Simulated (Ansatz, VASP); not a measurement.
# Sc: VASP beside Ansatz

```
CELL_PARAMETERS angstrom
0.00000 2.30456 2.23644
2.30456 0.00000 2.23644
2.30456 2.30456 0.00000
ATOMIC_POSITIONS crystal
Sc 0.00000 0.00000 0.00000
```

Change from the starting cell: strain +0.015 along x and y, -0.015 along z, atoms carried along.

Alike in both runs: task single point; functional PBEsol; k mesh 18 × 18 × 18; occupations gaussian, width 0.15 eV; no spin polarisation.

|  | VASP | Ansatz |
| --- | --- | --- |
| version | VASP 6.6.1 | Ansatz 0.2.0 |
| potentials or method | VASP PAW PBE potentials, release 64 (Sc_sv), cutoff 520 eV | scalar-relativistic, plane waves, PAW |
| valence electrons in the cell | 11 | 11 |

```tsv
	VASP	Ansatz	Ansatz less VASP
gap on the k mesh at the Fermi level (eV)	none	none	-
pressure (GPa)	-0.4	-0.3	+0.07
traceless stress, the component that is largest in VASP (GPa)	0.55	0.55	-0.003
```

VASP's potentials were made for PBE, not for PBEsol. A gap of «none» marks a metal or a gap that the smearing closes. The functional is the same, so the differences come from potentials, cutoffs and numerics.
